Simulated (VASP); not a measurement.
NaHfO, 3 atoms in the cell. The structure is tetragonal, space group P4/mmm (No. 123). The conventional cell has a = 3.465 Å, b = 3.465 Å, c = 3.655 Å, α = 90.00°, β = 90.00°, γ = 90.00°. Na (site symmetry 4/mmm) has 2 O at 1.83 Å within 2.4 Å. Within 3.2 Å of Hf (site symmetry 4/mmm) lie 4 O at 2.45 Å and 8 Na at 3.06 Å. Within 2.5 Å of O (site symmetry 4/mmm) lie 2 Na at 1.83 Å and 4 Hf at 2.45 Å. The cell was built from a structure type or drawn by symmetry, and may not be a known phase.

```yaml
Program: VASP 6.6.1
Task: single point
Functional: PBE
Potentials_or_basis: VASP PAW PBE potentials, release 64 (Na_pv, Hf_pv, O)
Cutoff: 520 eV
k_mesh: 6 × 6 × 6
Occupations: gaussian, width 0.1 eV
Spin: no spin polarisation
Dipole_correction: no
Further_INCAR_settings: ALGO = Normal; EDIFF = 1e-06; NBANDS = 18
```

Potentials or basis: VASP PAW PBE potentials, release 64 (Na_pv, Hf_pv, O).

Launch:

```console
$ cat potpaw_PBE.64/Na_pv/POTCAR potpaw_PBE.64/Hf_pv/POTCAR potpaw_PBE.64/O/POTCAR > POTCAR
$ mpirun -np 1 vasp_std > vasp.out
```

Hardware: 1 thread of Intel Xeon 8259CL, on a shared host.

Q: How long does it take, and how much memory?

A: Wall time 41 s on 1 thread of Intel Xeon 8259CL, with other jobs on the host, peak memory 0.18 GiB. Counts: scf iterations 13, k points 40.
